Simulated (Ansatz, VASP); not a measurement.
# Na4Au: VASP beside Ansatz

```xyz
5
Lattice="4.7274 -3.4204 0.0000 4.7274 3.4204 0.0000 -4.3642 0.0000 4.8605" Properties=species:S:1:pos:R:3 pbc="T T T"
Na    4.5687   -1.2697    2.0012
Na    2.8181    1.2773    0.2830
Na    2.2726    1.2773    4.5776
Na    0.5219   -1.2697    2.8594
Au    2.5453    3.3911    2.4303
```

Change from the starting cell: the structure that the rattled cell fell into.

Alike in both runs: task single point; functional PBE; k mesh 4 × 4 × 4; occupations gaussian, width 0.1 eV; no spin polarisation.

```csv
,VASP,Ansatz
version,VASP 6.6.1,Ansatz 0.2.0
potentials or method,"VASP PAW PBE potentials, release 64 (Na_pv, Au), cutoff 520 eV","scalar-relativistic, plane waves, PAW"
valence electrons in the cell,39,55
```

```csv
,VASP,Ansatz,Ansatz less VASP
gap on the k mesh at the Fermi level (eV),none,none,-
pressure (GPa),0.0,0.0,-0.01
"traceless stress, the component that is largest in VASP (GPa)",-0.22,-0.22,+0.001
rms of the force components (eV/Å),0.010,0.010,-0.0001
```

Atom by atom the forces differ by 0.000 eV/Å (rms over components). A gap of «none» marks a metal or a gap that the smearing closes. The functional is the same, so the differences come from potentials, cutoffs and numerics. VASP's potentials hold 39 valence electrons a cell and Ansatz's 55, so a difference there can come from the potentials and not from the codes.

Neither program's run includes spin-orbit coupling.
